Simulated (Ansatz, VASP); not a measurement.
## Al in VASP and in Ansatz

```
CELL_PARAMETERS angstrom
0.00000 4.01539 -4.01539
4.01539 4.01539 0.00000
4.01539 0.00000 -4.01539
ATOMIC_POSITIONS crystal
Al 0.50000 0.00000 0.50000
Al 0.50000 0.50000 0.50000
Al 0.00000 0.00000 0.50000
Al 0.00000 0.50000 0.50000
Al 0.50000 0.00000 0.00000
Al 0.50000 0.50000 0.00000
Al 0.00000 0.00000 0.00000
Al 0.00000 0.50000 0.00000
```

Alike in both runs: functional PBEsol; k mesh 8 × 8 × 8; occupations gaussian, width 0.1 eV; no spin polarisation.

Ansatz relaxed the structure, and its values are those at the end. VASP's run is a single point on that final structure, the one shown.

|  | VASP | Ansatz |
| --- | --- | --- |
| version | VASP 6.6.1 | Ansatz 0.2.0 |
| potentials or method | VASP PAW PBE potentials, release 64 (Al), cutoff 520 eV | scalar-relativistic, plane waves, PAW |
| valence electrons in the cell | 24 | 24 |

|  | VASP | Ansatz | Ansatz less VASP |
| --- | --- | --- | --- |
| gap on the k mesh at the Fermi level (eV) | none | none | - |
| pressure (GPa) | 0.0 | 0.0 | -0.06 |

VASP's potentials were made for PBE, not for PBEsol. A gap of «none» marks a metal or a gap that the smearing closes. With one functional, cell and mesh, what is left measures potentials, basis and numerics.
